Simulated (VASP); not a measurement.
A run of VASP 6.6.1 is set up as follows.

Contents of INCAR:

```
PREC = Accurate
ENCUT = 520
EDIFF = 1E-7
ISMEAR = 0
SIGMA = 0.01
LREAL = F
LASPH = T
NELM = 80
ALGO = Normal
ISIF = 2
LWAVE = F
LCHARG = F
GGA = CA
NBANDS = 26
```

Contents of KPOINTS:

```
regular mesh
0
Gamma
  8 8 4
```

POSCAR

```
GaN
1.0
    3.1518145673      0.0000000000      0.0000000000
   -1.5759072837      2.7295514833      0.0000000000
    0.0000000000      0.0000000000      5.1127057475
Ga N
2 2
Direct
    0.3333333333      0.6666666667     -0.0011249107
    0.6666666667      0.3333333333      0.4988750893
    0.3333333333      0.6666666667      0.3761249107
    0.6666666667      0.3333333333      0.8761249107
```

Potentials or basis: VASP PAW LDA potentials, release 64 (Ga_d, N).

Run with:

```bash
$ cat potpaw_LDA.64/Ga_d/POTCAR potpaw_LDA.64/N/POTCAR > POTCAR
$ mpirun -np 1 vasp_std > vasp.out
```

(1) Predict the pressure.

(2) What does it give for the band gap on the k mesh?

Results:

(1) 2.2 GPa.

(2) 2.20 eV, direct.

Caveat: the cell differs from its parent crystal (z stretched by -0.5 %, x and y held).
